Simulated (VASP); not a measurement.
# MgAu (Pm-3m) in VASP: further runs, part 2 of 2

VASP 6.6.1. Earlier steps stand in the parts before.

## 3. Electric field gradients, LDA (volume scaled by 0.96)

Contents of INCAR:

```
PREC = Accurate
ENCUT = 520
EDIFF = 1E-8
ISMEAR = -1
SIGMA = 0.05
LREAL = False
LASPH = True
NELM = 100
ALGO = Normal
ISIF = 2
LWAVE = False
LCHARG = False
GGA = CA
LEFG = True
NBANDS = 14
```

Contents of KPOINTS:

```
Automatic mesh
0
Gamma
  13 13 13
```

Contents of POSCAR:

```
MgAu
1.0
    3.2149540601      0.0000000000      0.0000000000
    0.0000000000      3.2149540601      0.0000000000
    0.0000000000      0.0000000000      3.2149540601
Mg Au
1 1
Direct
    0.5000000000      0.5000000000      0.5000000000
    0.0000000000      0.0000000000      0.0000000000
```

Potentials or basis: VASP PAW LDA potentials, release 64 (Mg, Au).

The run is started by

```bash
$ cat potpaw_LDA.64/Mg/POTCAR potpaw_LDA.64/Au/POTCAR > POTCAR
$ mpirun -np 1 vasp_std > vasp.out
```

OUTCAR:

```text
PREC = Accurate
   ENCUT = 520
   EDIFF = 1E-8
   ISMEAR = -1
   LREAL = False
   LASPH = True
   NELM = 100
   ISIF = 2
   GGA = CA

 ion  position               nearest neighbor table
   1  0.500  0.500  0.500-   2 2.78   2 2.78   2 2.78   2 2.78   2 2.78   2 2.78   2 2.78   2 2.78

   2  0.000  0.000  0.000-   1 2.78   1 2.78   1 2.78   1 2.78   1 2.78   1 2.78   1 2.78   1 2.78

  LATTYP: Found a simple cubic cell.
 ALAT       =     3.2149540601

  Lattice vectors:

 A1 = (   3.2149540601,   0.0000000000,   0.0000000000)
 A2 = (   0.0000000000,   3.2149540601,   0.0000000000)
 A3 = (   0.0000000000,   0.0000000000,   3.2149540601)

Analysis of symmetry for initial positions (statically):
=====================================================================
 Subroutine PRICEL returns:
 Original cell was already a primitive cell.

 Routine SETGRP: Setting up the symmetry group for a
 simple cubic supercell.

 Subroutine GETGRP returns: Found 48 space group operations
 (whereof 48 operations were pure point group operations)
 out of a pool of 48 trial point group operations.

The static configuration has the point symmetry O_h .

Analysis of symmetry for dynamics (positions and initial velocities):
=====================================================================
 Subroutine PRICEL returns:
 Original cell was already a primitive cell.

 Routine SETGRP: Setting up the symmetry group for a
 simple cubic supercell.

 Subroutine GETGRP returns: Found 48 space group operations
 (whereof 48 operations were pure point group operations)
 out of a pool of 48 trial point group operations.

The dynamic configuration has the point symmetry O_h .

 Subroutine INISYM returns: Found 48 space group operations
 (whereof 48 operations are pure point group operations),
 and found     1 'primitive' translations

----------------------------------------------------------------------------------------

                                     Primitive cell

  volume of cell :      33.2295

  direct lattice vectors                    reciprocal lattice vectors
     3.214954060  0.000000000  0.000000000     0.311046435  0.000000000  0.000000000
     0.000000000  3.214954060  0.000000000     0.000000000  0.311046435  0.000000000
     0.000000000  0.000000000  3.214954060     0.000000000  0.000000000  0.311046435

  length of vectors
     3.214954060  3.214954060  3.214954060     0.311046435  0.311046435  0.311046435

  position of ions in fractional coordinates (direct lattice)
     0.500000000  0.500000000  0.500000000
     0.000000000  0.000000000  0.000000000

  ion indices of the primitive-cell ions
   primitive index   ion index
                 1           1
                 2           2

----------------------------------------------------------------------------------------

 KPOINTS: Automatic mesh

Automatic generation of k-mesh.
[... 78 lines left out ...]
   NUPDOWN=      -1.0000    fix difference up-down
   EMIN   =  10.00;   EMAX   =-10.00  energy-range for DOS
   EFERMI =   0.00;   METHOD = LEGACY
   ISMEAR =    -1;   SIGMA  =   0.05  broadening in eV -4-tet -1-fermi 0-gaus
   EFERMI_NEDOS =   21; number of points for ismear=-14 and -15
   IALGO  =     38    algorithm
   IMIX   =      4    mixing-type and parameters
     AMIX     =   0.40;   BMIX     =  1.00
     AMIX_MAG =   1.60;   BMIX_MAG =  1.00
  volume/ion in A,a.u.               =      16.61       112.12
  Fermi-wavevector in a.u.,A,eV,Ry     =   1.197332  2.262629 19.505358  1.433603
  Thomas-Fermi vector in A             =   2.333249
   LORBIT       =      0    0 simple, 1 ext, 2 COOP (PROOUT), +10 PAW based schemes
   GGA     = CA    functional components
   LHFCALC =     F    Hartree Fock is set to
   AEXX    =    0.0000 exact exchange contribution
   IVDW    =     0    specifies the selected vdW correction
   LEPSILON=     F    determine dielectric tensor
   LRPA    =     F    only Hartree local field effects (RPA)
 non-spin polarized calculation
  energy-cutoff  :      520.00
  volume of cell :       33.23
 maximum number of plane-waves:       912
 NGX is ok and might be reduce to    24
   NGX = 11   NGY = 11   NGZ = 11

 number of electron      13.0000003 magnetization

 Free energy of the ion-electron system (eV)
  ---------------------------------------------------
  ext. energy  EPLUGINS =         0.00000000
  ---------------------------------------------------
  free energy    TOTEN  =        -7.61747890 eV

  energy without entropy =       -7.61222035  energy(sigma->0) =       -7.61484962

 E-fermi :   7.1308     XC(G=0): -11.4661

 val. band max:        7.1126482012   @ k =   0.4615   0.4615   0.0000
 cond. band min:       7.1586336489   @ k =   0.3077   0.0769   0.0000
 fundamental gap:      0.0459854476
 Fermi energy:         7.1307929659

 k-point     1 :       0.0000    0.0000    0.0000
  band No.  band energies     occupation
      1      -2.3162      2.00000
      2       1.0683      2.00000
      3       1.0683      2.00000
      4       2.9768      2.00000
      5       2.9768      2.00000
      6       2.9768      2.00000
      7      12.6153      0.00000
      8      12.6153      0.00000
      9      12.6153      0.00000
     10      16.2813      0.00000
     11      16.2813      0.00000
     12      17.7966      0.00000
     13      24.8196      0.00000
     14      24.8196      0.00000
[... 377 lines left out ...]
      1       0.5694      2.00000
      2       1.1131      2.00000
      3       2.3854      2.00000
      4       2.4428      2.00000
      5       2.5457      2.00000
      6       3.1744      2.00000
      7       6.7561      1.99889
      8       9.3826      0.00000
      9      13.3359      0.00000
     10      17.3656      0.00000
     11      18.2537      0.00000
     12      19.9820      0.00000
     13      20.5548      0.00000
     14      22.9011      0.00000

 [... further k-points ...]
[... 5 lines left out ...]
  --------------------------------------------------------------------------------------
  -------------------------------------------------------------------------------------
  Total       -0.0116405     -0.0116405     -0.0116405      0.0000000      0.0000000     -0.0000000
  in kB       -0.5612499     -0.5612499     -0.5612499      0.0000000      0.0000000     -0.0000000
  external PRESSURE =      -0.5612499 kB  Pullay stress =       0.0000000 kB

 VOLUME and BASIS-vectors are now :
 -----------------------------------------------------------------------------
  energy-cutoff  :      520.00
  volume of cell :       33.23
      direct lattice vectors                 reciprocal lattice vectors
     3.214954060  0.000000000  0.000000000     0.311046435  0.000000000  0.000000000
     0.000000000  3.214954060  0.000000000     0.000000000  0.311046435  0.000000000
     0.000000000  0.000000000  3.214954060     0.000000000  0.000000000  0.311046435

 POSITION                                       TOTAL-FORCE (eV/Angst)
 -----------------------------------------------------------------------------------
      1.60748      1.60748      1.60748         0.000000      0.000000      0.000000
      0.00000      0.00000      0.00000         0.000000      0.000000      0.000000
 -----------------------------------------------------------------------------------
    total drift:                                0.000000      0.000000      0.000000

  FREE ENERGIE OF THE ION-ELECTRON SYSTEM (eV)
  ---------------------------------------------------
  free  energy   TOTEN  =        -7.6174788967 eV

  energy  without entropy=       -7.6122203514  energy(sigma->0) =       -7.61484962

 Electric field gradients (V/A^2)
---------------------------------------------------------------------
 ion       V_xx      V_yy      V_zz      V_xy      V_xz      V_yz
---------------------------------------------------------------------
   1      -0.000     0.000    -0.000     0.000    -0.000    -0.000
   2       0.000    -0.000     0.000     0.000    -0.000    -0.000
---------------------------------------------------------------------

 Electric field gradients after diagonalization (V/A^2)
 (convention: |V_zz| > |V_xx| > |V_yy|)
----------------------------------------------------------------------
 ion       V_xx      V_yy      V_zz     asymmetry (V_yy - V_xx)/ V_zz
----------------------------------------------------------------------
   1       0.000    -0.000    -0.000       0.082
   2      -0.000     0.000     0.000       0.384
----------------------------------------------------------------------

           NMR quadrupolar parameters

 Cq : quadrupolar parameter    Cq=e*Q*V_zz/h
 eta: asymmetry parameters     (V_yy - V_xx)/ V_zz
 Q  : nuclear electric quadrupole moment in mb (millibarn)
----------------------------------------------------------------------
 ion       Cq(MHz)       eta       Q (mb)
----------------------------------------------------------------------
   1      -0.000       0.082       1.000
   2       0.000       0.384       1.000
----------------------------------------------------------------------
```

OSZICAR:

```text
N       E                     dE             d eps       ncg     rms          rms(c)
DAV:   1     0.498994436239E+02    0.49899E+02   -0.56914E+03  2416   0.780E+02
DAV:   2    -0.725816313435E+01   -0.57158E+02   -0.52977E+02  2754   0.168E+02
DAV:   3    -0.826462412785E+01   -0.10065E+01   -0.10046E+01  2982   0.210E+01
DAV:   4    -0.826816232654E+01   -0.35382E-02   -0.35380E-02  2760   0.149E+00
DAV:   5    -0.826819323666E+01   -0.30910E-04   -0.30910E-04  3060   0.141E-01    0.608E+00
DAV:   6    -0.766143150287E+01    0.60676E+00   -0.25041E+00  2688   0.124E+01    0.299E+00
DAV:   7    -0.763309931780E+01    0.28332E-01   -0.24553E-02  2694   0.145E+00    0.167E+00
DAV:   8    -0.761751062138E+01    0.15589E-01   -0.59728E-03  2796   0.484E-01    0.112E-01
DAV:   9    -0.761748251945E+01    0.28102E-04   -0.17095E-04  2892   0.835E-02    0.474E-02
DAV:  10    -0.761747899173E+01    0.35277E-05   -0.68926E-06  2814   0.231E-02    0.534E-03
DAV:  11    -0.761747891431E+01    0.77413E-07   -0.85842E-08  3096   0.226E-03    0.265E-03
DAV:  12    -0.761747889783E+01    0.16487E-07   -0.19421E-08  2820   0.856E-04    0.220E-04
DAV:  13    -0.761747889666E+01    0.11652E-08   -0.63785E-10  1662   0.204E-04
   1 F= -.76174789E+01 E0= -.76148496E+01  d E =-.525855E-02
```

Run time: 14 s. Hardware: 1 thread of Intel Xeon 6975P-C, shared host; peak memory 0.16 GiB.

Results:

| Item | Value |
| --- | --- |
| Free energy | -7.6175 eV |
| Pressure | -0.1 GPa |

Caveat: the cell differs from its parent crystal (volume scaled by 0.96); without QUAD_EFG the Cq values of the log hold for a quadrupole moment of 1 mb, not for the nuclei; spin-orbit coupling is left out, which moves the levels of the heavy elements.

## 4. Electric field gradients, LDA

This run uses another cell than the first one, of 17.31 Å³/atom, 1.042 times its volume.

Contents of INCAR:

```
PREC = Accurate
ENCUT = 520
EDIFF = 1E-8
ISMEAR = -1
SIGMA = 0.05
LREAL = F
LASPH = T
NELM = 80
ALGO = Normal
ISIF = 2
LWAVE = F
LCHARG = F
GGA = CA
LEFG = T
NBANDS = 14
```

KPOINTS is that of step 3.

Contents of POSCAR:

```
MgAu
1.0
    3.2590000000      0.0000000000      0.0000000000
    0.0000000000      3.2590000000      0.0000000000
    0.0000000000      0.0000000000      3.2590000000
Mg Au
1 1
Direct
    0.5000000000      0.5000000000      0.5000000000
    0.0000000000      0.0000000000      0.0000000000
```

Potentials or basis: VASP PAW LDA potentials, release 64 (Mg, Au).

The run is started by

```bash
$ cat potpaw_LDA.64/Mg/POTCAR potpaw_LDA.64/Au/POTCAR > POTCAR
$ mpirun -np 1 vasp_std > vasp.out
```

OUTCAR:

```text
PREC = Accurate
   ENCUT = 520
   EDIFF = 1E-8
   ISMEAR = -1
   LREAL = F
   LASPH = T
   NELM = 80
   ISIF = 2
   GGA = CA

 ion  position               nearest neighbor table
   1  0.500  0.500  0.500-   2 2.82   2 2.82   2 2.82   2 2.82   2 2.82   2 2.82   2 2.82   2 2.82

   2  0.000  0.000  0.000-   1 2.82   1 2.82   1 2.82   1 2.82   1 2.82   1 2.82   1 2.82   1 2.82

  LATTYP: Found a simple cubic cell.
 ALAT       =     3.2590000000

  Lattice vectors:

 A1 = (   3.2590000000,   0.0000000000,   0.0000000000)
 A2 = (   0.0000000000,   3.2590000000,   0.0000000000)
 A3 = (   0.0000000000,   0.0000000000,   3.2590000000)

Analysis of symmetry for initial positions (statically):
=====================================================================
 Subroutine PRICEL returns:
 Original cell was already a primitive cell.

 Routine SETGRP: Setting up the symmetry group for a
 simple cubic supercell.

 Subroutine GETGRP returns: Found 48 space group operations
 (whereof 48 operations were pure point group operations)
 out of a pool of 48 trial point group operations.

The static configuration has the point symmetry O_h .

Analysis of symmetry for dynamics (positions and initial velocities):
=====================================================================
 Subroutine PRICEL returns:
 Original cell was already a primitive cell.

 Routine SETGRP: Setting up the symmetry group for a
 simple cubic supercell.

 Subroutine GETGRP returns: Found 48 space group operations
 (whereof 48 operations were pure point group operations)
 out of a pool of 48 trial point group operations.

The dynamic configuration has the point symmetry O_h .

 Subroutine INISYM returns: Found 48 space group operations
 (whereof 48 operations are pure point group operations),
 and found     1 'primitive' translations

----------------------------------------------------------------------------------------

                                     Primitive cell

  volume of cell :      34.6141

  direct lattice vectors                    reciprocal lattice vectors
     3.259000000  0.000000000  0.000000000     0.306842590  0.000000000  0.000000000
     0.000000000  3.259000000  0.000000000     0.000000000  0.306842590  0.000000000
     0.000000000  0.000000000  3.259000000     0.000000000  0.000000000  0.306842590

  length of vectors
     3.259000000  3.259000000  3.259000000     0.306842590  0.306842590  0.306842590

  position of ions in fractional coordinates (direct lattice)
     0.500000000  0.500000000  0.500000000
     0.000000000  0.000000000  0.000000000

  ion indices of the primitive-cell ions
   primitive index   ion index
                 1           1
                 2           2

----------------------------------------------------------------------------------------

 KPOINTS: Automatic mesh

Automatic generation of k-mesh.
 Grid dimensions read from file:
 generate k-points for:   13   13   13

 Generating k-lattice:

  Cartesian coordinates                     Fractional coordinates (reciprocal lattice)
     0.023603276  0.000000000  0.000000000     0.076923077  0.000000000  0.000000000
[... 75 lines left out ...]
   EFERMI_NEDOS =   21; number of points for ismear=-14 and -15
   IALGO  =     38    algorithm
   IMIX   =      4    mixing-type and parameters
     AMIX     =   0.40;   BMIX     =  1.00
     AMIX_MAG =   1.60;   BMIX_MAG =  1.00
  volume/ion in A,a.u.               =      17.31       116.79
  Fermi-wavevector in a.u.,A,eV,Ry     =   1.181150  2.232049 18.981685  1.395114
  Thomas-Fermi vector in A             =   2.317429
   LORBIT       =      0    0 simple, 1 ext, 2 COOP (PROOUT), +10 PAW based schemes
   GGA     = CA    functional components
   LHFCALC =     F    Hartree Fock is set to
   AEXX    =    0.0000 exact exchange contribution
   IVDW    =     0    specifies the selected vdW correction
   LEPSILON=     F    determine dielectric tensor
   LRPA    =     F    only Hartree local field effects (RPA)
 non-spin polarized calculation
  energy-cutoff  :      520.00
  volume of cell :       34.61
 maximum number of plane-waves:       947
   NGX = 13   NGY = 13   NGZ = 13

 number of electron      12.9999996 magnetization

 Free energy of the ion-electron system (eV)
  ---------------------------------------------------
  ext. energy  EPLUGINS =         0.00000000
  ---------------------------------------------------
  free energy    TOTEN  =        -7.60035330 eV

  energy without entropy =       -7.59473459  energy(sigma->0) =       -7.59754395

 E-fermi :   6.6558     XC(G=0): -11.2664

 val. band max:        6.6064381482   @ k =   0.4615   0.3077   0.3077
 cond. band min:       6.6605059988   @ k =   0.3077   0.0769   0.0000
 fundamental gap:      0.0540678506
 Fermi energy:         6.6557629024

 k-point     1 :       0.0000    0.0000    0.0000
  band No.  band energies     occupation
      1      -2.4732      2.00000
      2       0.8479      2.00000
      3       0.8479      2.00000
      4       2.6153      2.00000
      5       2.6153      2.00000
      6       2.6153      2.00000
      7      12.0367      0.00000
      8      12.0367      0.00000
      9      12.0367      0.00000
     10      15.6458      0.00000
     11      15.6458      0.00000
     12      16.7764      0.00000
     13      24.1608      0.00000
     14      24.1608      0.00000
[... 377 lines left out ...]
      1       0.3434      2.00000
      2       0.8757      2.00000
      3       2.0668      2.00000
      4       2.1342      2.00000
      5       2.2166      2.00000
      6       2.8269      2.00000
      7       6.2988      1.99841
      8       8.8179      0.00000
      9      12.6796      0.00000
     10      16.6232      0.00000
     11      17.5559      0.00000
     12      19.2021      0.00000
     13      19.8512      0.00000
     14      22.1041      0.00000

 [... further k-points ...]
[... 5 lines left out ...]
  --------------------------------------------------------------------------------------
  -------------------------------------------------------------------------------------
  Total       -0.8403748     -0.8403748     -0.8403748      0.0000000      0.0000000      0.0000000
  in kB      -38.8982902    -38.8982902    -38.8982902      0.0000000      0.0000000      0.0000000
  external PRESSURE =     -38.8982902 kB  Pullay stress =       0.0000000 kB

 VOLUME and BASIS-vectors are now :
 -----------------------------------------------------------------------------
  energy-cutoff  :      520.00
  volume of cell :       34.61
      direct lattice vectors                 reciprocal lattice vectors
     3.259000000  0.000000000  0.000000000     0.306842590  0.000000000  0.000000000
     0.000000000  3.259000000  0.000000000     0.000000000  0.306842590  0.000000000
     0.000000000  0.000000000  3.259000000     0.000000000  0.000000000  0.306842590

 POSITION                                       TOTAL-FORCE (eV/Angst)
 -----------------------------------------------------------------------------------
      1.62950      1.62950      1.62950         0.000000      0.000000      0.000000
      0.00000      0.00000      0.00000         0.000000      0.000000      0.000000
 -----------------------------------------------------------------------------------
    total drift:                                0.000000      0.000000      0.000000

  FREE ENERGIE OF THE ION-ELECTRON SYSTEM (eV)
  ---------------------------------------------------
  free  energy   TOTEN  =        -7.6003533009 eV

  energy  without entropy=       -7.5947345920  energy(sigma->0) =       -7.59754395

 Electric field gradients (V/A^2)
---------------------------------------------------------------------
 ion       V_xx      V_yy      V_zz      V_xy      V_xz      V_yz
---------------------------------------------------------------------
   1       0.000     0.000     0.000    -0.000    -0.000    -0.000
   2      -0.000     0.000     0.000    -0.000    -0.000     0.000
---------------------------------------------------------------------

 Electric field gradients after diagonalization (V/A^2)
 (convention: |V_zz| > |V_xx| > |V_yy|)
----------------------------------------------------------------------
 ion       V_xx      V_yy      V_zz     asymmetry (V_yy - V_xx)/ V_zz
----------------------------------------------------------------------
   1       0.000     0.000     0.000      -0.312
   2       0.000    -0.000     0.000      -0.490
----------------------------------------------------------------------

           NMR quadrupolar parameters

 Cq : quadrupolar parameter    Cq=e*Q*V_zz/h
 eta: asymmetry parameters     (V_yy - V_xx)/ V_zz
 Q  : nuclear electric quadrupole moment in mb (millibarn)
----------------------------------------------------------------------
 ion       Cq(MHz)       eta       Q (mb)
----------------------------------------------------------------------
   1       0.000      -0.312       1.000
   2       0.000      -0.490       1.000
----------------------------------------------------------------------
```

stdout:

```text
POSCAR found type information on POSCAR MgAu
 POSCAR found :  2 types and       2 ions
 scaLAPACK will be used
 LDA part: xc-table for (Slater(with rela. corr.)+CA(PZ))
 , standard interpolation
 POSCAR, INCAR and KPOINTS ok, starting setup
 FFT: planning ... GRIDC
 FFT: planning ... GRID_SOFT
 FFT: planning ... GRID
 WAVECAR not read
 entering main loop
ion   1

ion   2
```

Run time: 28 s. Hardware: 1 thread of Intel Xeon Platinum 8375C at 2.90GHz (Ice Lake), shared host; peak memory 0.16 GiB.

Results:

- Free energy: -7.6004 eV
- Pressure: -3.9 GPa

Caveat: without QUAD_EFG the Cq values of the log hold for a quadrupole moment of 1 mb, not for the nuclei; spin-orbit coupling is left out, which moves the levels of the heavy elements.
